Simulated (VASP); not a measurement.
# MgF2 (P4_2/mnm) in VASP: a series of runs

The runs below take MgF2 through relaxation of cell and atoms, with PBE, PBEsol.

All numbers are computed with VASP 6.6.1; they aren't measurements. Logs are shortened: lines on timing, memory, paths and dates and some standing lists are left out, and cuts for length are marked.

## Step 1: The cell of the first run

The structure is tetragonal, space group P4_2/mnm (No. 136). Conventional cell: a = 4.625 Å, b = 4.625 Å, c = 3.052 Å, α = 90.00°, β = 90.00°, γ = 90.00°. Within 2.6 Å of Mg (site symmetry mmm) lie 6 F at 1.98 to 2.00 Å. F (site symmetry m2m) has 3 Mg at 1.98 to 2.00 Å and 1 F at 2.58 Å within 2.6 Å.

## Step 2: Relaxation of cell and atoms, PBE

Contents of INCAR:

```
PREC = Accurate
ENCUT = 600
EDIFF = 1E-7
ISMEAR = -1
SIGMA = 0.02
LREAL = F
LASPH = T
NELM = 120
ALGO = Normal
ISIF = 3
LWAVE = F
LCHARG = F
GGA = PE
IBRION = 2
NSW = 80
EDIFFG = -0.005
GGA_COMPAT = F
NELMIN = 4
```

Contents of KPOINTS:

```
regular mesh
0
Gamma
  6 6 8
```

Contents of POSCAR:

```
MgF2
1.0
    4.6250000000      0.0000000000      0.0000000000
    0.0000000000      4.6250000000      0.0000000000
    0.0000000000      0.0000000000      3.0520000000
Mg F
2 4
Direct
    0.0000000000      0.0000000000      0.0000000000
    0.5000000000      0.5000000000      0.5000000000
    0.3030000000      0.3030000000      0.0000000000
    0.1970000000      0.8030000000      0.5000000000
    0.6970000000      0.6970000000      0.0000000000
    0.8030000000      0.1970000000      0.5000000000
```

Potentials or basis: VASP PAW PBE potentials, release 64 (Mg, F).

On the command line:

```bash
> cat potpaw_PBE.64/Mg/POTCAR potpaw_PBE.64/F/POTCAR > POTCAR
> mpirun -np 1 vasp_std > vasp.out
```

OUTCAR:

```text
PREC = Accurate
   ENCUT = 600
   EDIFF = 1E-7
   ISMEAR = -1
   LREAL = F
   LASPH = T
   NELM = 120
   ISIF = 3
   GGA = PE
   IBRION = 2
   NSW = 80
   EDIFFG = -0.005
   NELMIN = 4

 ion  position               nearest neighbor table
   1  0.000  0.000  0.000-   3 1.98   5 1.98   4 2.00   6 2.00   4 2.00   6 2.00   2 3.61   2 3.61
                             2 3.61   2 3.61   2 3.61   2 3.61   2 3.61   2 3.61
   2  0.500  0.500  0.500-   4 1.98   6 1.98   5 2.00   3 2.00   3 2.00   5 2.00   1 3.61   1 3.61
                             1 3.61   1 3.61   1 3.61   1 3.61   1 3.61   1 3.61
   3  0.303  0.303  0.000-   1 1.98   2 2.00   2 2.00
   4  0.197  0.803  0.500-   2 1.98   1 2.00   1 2.00
   5  0.697  0.697  0.000-   1 1.98   2 2.00   2 2.00
   6  0.803  0.197  0.500-   2 1.98   1 2.00   1 2.00

  LATTYP: Found a simple tetragonal cell.
 ALAT       =     4.6250000000
 C/A-ratio  =     0.6598918919

  Lattice vectors:

 A1 = (   4.6250000000,   0.0000000000,   0.0000000000)
 A2 = (   0.0000000000,   4.6250000000,   0.0000000000)
 A3 = (   0.0000000000,   0.0000000000,   3.0520000000)

Analysis of symmetry for initial positions (statically):
=====================================================================
 Subroutine PRICEL returns:
 Original cell was already a primitive cell.

 Routine SETGRP: Setting up the symmetry group for a
 simple tetragonal supercell.

 Subroutine GETGRP returns: Found 16 space group operations
 (whereof  8 operations were pure point group operations)
 out of a pool of 16 trial point group operations.

The static configuration has the point symmetry D_2h.
 The point group associated with its full space group is D_4h.

Analysis of symmetry for dynamics (positions and initial velocities):
=====================================================================
 Subroutine PRICEL returns:
 Original cell was already a primitive cell.

 Routine SETGRP: Setting up the symmetry group for a
 simple tetragonal supercell.

 Subroutine GETGRP returns: Found 16 space group operations
 (whereof  8 operations were pure point group operations)
 out of a pool of 16 trial point group operations.

The dynamic configuration has the point symmetry D_2h.
 The point group associated with its full space group is D_4h.

 Subroutine INISYM returns: Found 16 space group operations
 (whereof  8 operations are pure point group operations),
 and found     1 'primitive' translations

----------------------------------------------------------------------------------------

                                     Primitive cell

  volume of cell :      65.2842

  direct lattice vectors                    reciprocal lattice vectors
     4.625000000  0.000000000  0.000000000     0.216216216  0.000000000  0.000000000
     0.000000000  4.625000000  0.000000000     0.000000000  0.216216216  0.000000000
     0.000000000  0.000000000  3.052000000     0.000000000  0.000000000  0.327653997

  length of vectors
     4.625000000  4.625000000  3.052000000     0.216216216  0.216216216  0.327653997

  position of ions in fractional coordinates (direct lattice)
     0.000000000  0.000000000  0.000000000
     0.500000000  0.500000000  0.500000000
     0.303000000  0.303000000  0.000000000
     0.197000000  0.803000000  0.500000000
     0.697000000  0.697000000  0.000000000
     0.803000000  0.197000000  0.500000000

  ion indices of the primitive-cell ions
   primitive index   ion index
                 1           1
                 2           2
                 3           3
                 4           4
                 5           5
                 6           6

----------------------------------------------------------------------------------------

 KPOINTS: regular mesh

Automatic generation of k-mesh.
 Grid dimensions read from file:
 generate k-points for:    6    6    8

 Generating k-lattice:

  Cartesian coordinates                     Fractional coordinates (reciprocal lattice)
     0.036036036  0.000000000  0.000000000     0.166666667  0.000000000  0.000000000
     0.000000000  0.036036036  0.000000000     0.000000000  0.166666667  0.000000000
     0.000000000  0.000000000  0.040956750     0.000000000  0.000000000  0.125000000

  Length of vectors
     0.036036036  0.036036036  0.040956750

  Shift w.r.t. Gamma in fractional coordinates (k-lattice)
     0.000000000  0.000000000  0.000000000

 Subroutine IBZKPT returns following result:
 ===========================================

 Found     50 irreducible k-points:

 Following reciprocal coordinates:
            Coordinates               Weight
  0.000000  0.000000  0.000000      1.000000
  0.166667  0.000000  0.000000      4.000000
  0.333333  0.000000  0.000000      4.000000
  0.500000  0.000000  0.000000      2.000000
  0.166667  0.166667  0.000000      4.000000
  0.333333  0.166667  0.000000      8.000000
[... 16 lines left out ...]
  0.333333  0.000000  0.250000      8.000000
  0.500000  0.000000  0.250000      4.000000
 [... further k-points ...]
   k-points           NKPTS =     50   k-points in BZ     NKDIM =     50   number of bands    NBANDS=     20
   number of dos      NEDOS =    301   number of ions     NIONS =      6
   total plane-waves  NPLWV =  38400
   dimension x,y,z NGX =    40 NGY =   40 NGZ =   24
   dimension x,y,z NGXF=    80 NGYF=   80 NGZF=   48
   ions per type =               2   4
   NGX,Y,Z   is equivalent  to a cutoff of  14.38, 14.38, 13.07 a.u.
   NGXF,Y,Z  is equivalent  to a cutoff of  28.76, 28.76, 26.15 a.u.
 SYSTEM =  unknown system
   PREC   = accura    normal or accurate (medium, high low for compatibility)
   ISTART =      0    job   : 0-new  1-cont  2-samecut
   ICHARG =      2    charge: 1-file 2-atom 10-const
   ISPIN  =      1    spin polarized calculation?
   LNONCOLLINEAR =      F non collinear calculations
   LSORBIT =      F    spin-orbit coupling
   LASPH  =      T    aspherical Exc in radial PAW
   ENCUT  =  600.0 eV  44.10 Ry    6.64 a.u.   9.24  9.24  6.10*2*pi/ulx,y,z
   NELM   =    120;   NELMIN=  4; NELMDL= -5     # of ELM steps
   EDIFF  = 0.1E-06   stopping-criterion for ELM
   LREAL  =      F    real-space projection
   EDIFFG = -.5E-02   stopping-criterion for IOM
   NSW    =     80    number of steps for IOM
   IBRION =      2    ionic relax: 0-MD 1-quasi-New 2-CG
   NFREE  =      1    steps in history (QN), initial steepest desc. (CG)
   ISIF   =      3    stress and relaxation
   ISYM   =      2    0-nonsym 1-usesym 2-fastsym
   POTIM  = 0.5000    time-step for ionic-motion
   TEBEG  =    0.0;   TEEND  =   0.0 temperature during run
   PSTRESS=    0.0 pullay stress
   NELECT =      32.0000    total number of electrons
   NUPDOWN=      -1.0000    fix difference up-down
   EMIN   =  10.00;   EMAX   =-10.00  energy-range for DOS
   EFERMI =   0.00;   METHOD = LEGACY
   ISMEAR =    -1;   SIGMA  =   0.02  broadening in eV -4-tet -1-fermi 0-gaus
   EFERMI_NEDOS =   21; number of points for ismear=-14 and -15
   IALGO  =     38    algorithm
   IMIX   =      4    mixing-type and parameters
     AMIX     =   0.40;   BMIX     =  1.00
     AMIX_MAG =   1.60;   BMIX_MAG =  1.00
  volume/ion in A,a.u.               =      10.88        73.43
  Fermi-wavevector in a.u.,A,eV,Ry     =   1.290790  2.439239 22.669184  1.666138
  Thomas-Fermi vector in A             =   2.422600
   LORBIT       =      0    0 simple, 1 ext, 2 COOP (PROOUT), +10 PAW based schemes
   GGA     = PE    functional components
   LHFCALC =     F    Hartree Fock is set to
   AEXX    =    0.0000 exact exchange contribution
   IVDW    =     0    specifies the selected vdW correction
   LEPSILON=     F    determine dielectric tensor
   LRPA    =     F    only Hartree local field effects (RPA)
 conjugate gradient relaxation of ions
 non-spin polarized calculation
  energy-cutoff  :      600.00
  volume of cell :       65.28
 maximum number of plane-waves:      2200
 NGX is ok and might be reduce to    40
   NGX = 19   NGY = 19   NGZ = 13

--------------------------------------- Ionic step        1  -------------------------------------------

 number of electron      32.0000022 magnetization

 Free energy of the ion-electron system (eV)
  ---------------------------------------------------
  ext. energy  EPLUGINS =         0.00000000
  ---------------------------------------------------
  free energy    TOTEN  =       -31.52127216 eV

  energy without entropy =      -31.52127216  energy(sigma->0) =      -31.52127216

------------------------ aborting loop because EDIFF is reached ----------------------------------------

  FORCE on cell =-STRESS in cart. coord.  units (eV):
  Direction    XX          YY          ZZ          XY          YZ          ZX
  --------------------------------------------------------------------------------------
  -------------------------------------------------------------------------------------
  Total        1.3963290      1.3963290      1.4826551     -0.0000000      0.0000000      0.0000000
  in kB       34.2681257     34.2681257     36.3867030     -0.0000000      0.0000000      0.0000000
  external PRESSURE =      34.9743181 kB  Pullay stress =       0.0000000 kB
[... 145 lines left out ...]
  energy  without entropy=      -31.5452855844  energy(sigma->0) =      -31.54528558

--------------------------------------- Ionic step        5  -------------------------------------------

 number of electron      32.0000018 magnetization

 Free energy of the ion-electron system (eV)
  ---------------------------------------------------
  ext. energy  EPLUGINS =         0.00000000
  ---------------------------------------------------
  free energy    TOTEN  =       -31.54539014 eV

  energy without entropy =      -31.54539014  energy(sigma->0) =      -31.54539014

 E-fermi :  -0.9925     XC(G=0):  -9.5639

 val. band max:       -1.4198428454   @ k =   0.0000   0.0000   0.0000
 cond. band min:       5.4420090679   @ k =   0.0000   0.0000   0.0000
 fundamental gap:      6.8618519133
 Fermi energy:        -0.9925248300

 k-point     1 :       0.0000    0.0000    0.0000
  band No.  band energies     occupation
      1     -22.0418      2.00000
      2     -21.3022      2.00000
      3     -21.3022      2.00000
      4     -21.2192      2.00000
      5      -5.3659      2.00000
      6      -3.7785      2.00000
[... 12 lines left out ...]
     19      10.6015      0.00000
[... 513 lines left out ...]
      4     -21.2282      2.00000
      5      -4.4202      2.00000
      6      -4.4202      2.00000
[... 12 lines left out ...]
     19      12.8836      0.00000
     20      12.8836      0.00000

 [... further k-points ...]

------------------------ aborting loop because EDIFF is reached ----------------------------------------

  FORCE on cell =-STRESS in cart. coord.  units (eV):
  Direction    XX          YY          ZZ          XY          YZ          ZX
  --------------------------------------------------------------------------------------
  -------------------------------------------------------------------------------------
  Total        0.0057685      0.0057685     -0.0110103      0.0000000      0.0000000      0.0000000
  in kB        0.1367645      0.1367645     -0.2610398      0.0000000      0.0000000      0.0000000
  external PRESSURE =       0.0041631 kB  Pullay stress =       0.0000000 kB
[... 21 lines left out ...]
  FREE ENERGIE OF THE ION-ELECTRON SYSTEM (eV)
  ---------------------------------------------------
  free  energy   TOTEN  =       -31.5453901438 eV

  energy  without entropy=      -31.5453901438  energy(sigma->0) =      -31.54539014

 reached required accuracy - stopping structural energy minimisation
```

Run time: 4.6 min. Hardware: 1 thread of Intel Xeon 8259CL, shared host; peak memory 0.24 GiB.

What came out:

```yaml
Free_energy: -31.5454 eV
Relaxed_volume: 11.26 Å³/atom
Relaxed_cell: a = 4.681 Å, b = 4.681 Å, c = 3.084 Å, α = 90.00°, β = 90.00°, γ = 90.00°
Space_group_after_relaxing_to_0.1_Å: P4_2/mnm (No. 136)
Energy_gained_by_relaxing: 4.0 meV/atom
Ionic_steps: 5
Pressure_after_relaxing: 0.0 GPa
Band_gap_on_the_k_mesh: 6.86 eV
```

The path:
| step | energy change (eV) | largest force (eV/Å) | pressure (GPa) | volume (Å³) |
| --- | --- | --- | --- | --- |
| 1 | 0.0000 | 0.0219 | 3.50 | 65.28 |
| 2 | -0.0237 | 0.0395 | -0.03 | 67.55 |
| 3 | -0.0237 | 0.0386 | 0.02 | 67.52 |
| 4 | -0.0240 | 0.0184 | 0.00 | 67.55 |
| 5 | -0.0241 | 0.0003 | 0.00 | 67.58 |

Final structure:
```yaml
crystal:
  lattice:
    - [4.68133, 0.00000, 0.00000]
    - [0.00000, 4.68133, 0.00000]
    - [0.00000, 0.00000, 3.08363]
  atoms:
    - { symbol: Mg, position: [0.00000, 0.00000, 0.00000] }
    - { symbol: Mg, position: [0.50000, 0.50000, 0.50000] }
    - { symbol: F, position: [0.30337, 0.30337, 0.00000] }
    - { symbol: F, position: [0.19663, 0.80337, 0.50000] }
    - { symbol: F, position: [0.69663, 0.69663, 0.00000] }
    - { symbol: F, position: [0.80337, 0.19663, 0.50000] }
```

A k mesh can miss the band edges. Zero-point motion and thermal expansion aren't in these numbers.

## Step 3: Relaxation of cell and atoms, PBEsol

This run uses another cell than the first one, of 11.38 Å³/atom.

Contents of INCAR:

```
  PREC = Accurate
  ENCUT = 600
  EDIFF = 1E-7
  ISMEAR = -1
  SIGMA = 0.02
  LREAL = False
  LASPH = True
  NELM = 120
  ALGO = Normal
  ISIF = 3
  LWAVE = False
  LCHARG = False
  GGA = PS
  IBRION = 2
  NSW = 80
  EDIFFG = -0.005
  GGA_COMPAT = False
  NELMIN = 4
```

KPOINTS is that of step 2.

Contents of POSCAR:

```
MgF2
1.0
    4.6975999621      0.0000000000      0.0000000000
    0.0000000000      4.6975999621      0.0000000000
    0.0000000000      0.0000000000      3.0930660725
Mg F
2 4
Direct
    0.0000000000      0.0000000000      0.0000000000
    0.5000000000      0.5000000000      0.5000000000
    0.3035644555      0.3035644555      0.0000000000
    0.1964355445      0.8035644555      0.5000000000
    0.6964355445      0.6964355445      0.0000000000
    0.8035644555      0.1964355445      0.5000000000
```

Potentials or basis: VASP PAW PBE potentials, release 64 (Mg, F).

On the command line:

```bash
> cat potpaw_PBE.64/Mg/POTCAR potpaw_PBE.64/F/POTCAR > POTCAR
> mpirun -np 1 vasp_std > vasp.out
```

Wall time 4.3 min (1 thread of Intel Xeon 8259CL, shared host); peak memory 0.25 GiB.

The run converged. Its results:

```
Free energy                           : -32.6201 eV
Relaxed volume                        : 10.87 Å³/atom
Relaxed cell                          : a = 4.623 Å, b = 4.623 Å, c = 3.052 Å, α = 90.00°, β = 90.00°, γ = 90.00°
Space group after relaxing (to 0.1 Å) : P4_2/mnm (No. 136)
Energy gained by relaxing             : 6.8 meV/atom
Ionic steps                           : 5
Pressure after relaxing               : 0.0 GPa
Band gap on the k mesh                : 6.93 eV
```

Step by step:
```csv
step,energy change (eV),largest force (eV/Å),pressure (GPa),volume (Å³)
1,0.0000,0.0404,-4.16,68.26
2,-0.0398,0.0523,-0.12,65.38
3,-0.0398,0.0541,-0.03,65.33
4,-0.0405,0.0222,-0.01,65.27
5,-0.0406,0.0015,0.01,65.23
```

Final structure:
```
Mg F
1.0
     4.62327    0.00000    0.00000
     0.00000    4.62327    0.00000
     0.00000    0.00000    3.05193
Mg F
2 4
Direct
  0.00000 0.00000 0.00000
  0.50000 0.50000 0.50000
  0.30317 0.30317 0.00000
  0.19683 0.80317 0.50000
  0.69683 0.69683 0.00000
  0.80317 0.19683 0.50000
```

Levels at points of the mesh, in eV from the valence-band top:
| k point | band 12 | band 13 | band 14 | band 15 | band 16 | band 17 | band 18 | band 19 | band 20 |
| --- | --- | --- | --- | --- | --- | --- | --- | --- | --- |
| (0.00, 0.00, 0.00) | -1.24 | -0.74 | -0.32 | -0.32 | 0.00 | 6.93 | 12.05 | 12.05 | 13.54 |
| (0.50, 0.00, 0.00) | -1.39 | -0.99 | -0.99 | -0.38 | -0.38 | 9.35 | 9.35 | 13.31 | 13.31 |
| (0.50, 0.50, 0.00) | -1.29 | -0.96 | -0.96 | -0.78 | -0.78 | 11.07 | 11.07 | 11.12 | 11.12 |
| (0.00, 0.00, 0.50) | -1.45 | -1.17 | -1.17 | -0.87 | -0.87 | 11.67 | 11.67 | 14.74 | 14.74 |
| (0.50, 0.00, 0.50) | -1.38 | -0.74 | -0.74 | -0.67 | -0.67 | 12.56 | 12.56 | 13.31 | 13.31 |
| (0.50, 0.50, 0.50) | -1.41 | -0.61 | -0.61 | -0.49 | -0.49 | 13.13 | 13.13 | 13.15 | 13.15 |

Caveat: the PAW data sets were made with another functional, which shifts forces and pressure a little.
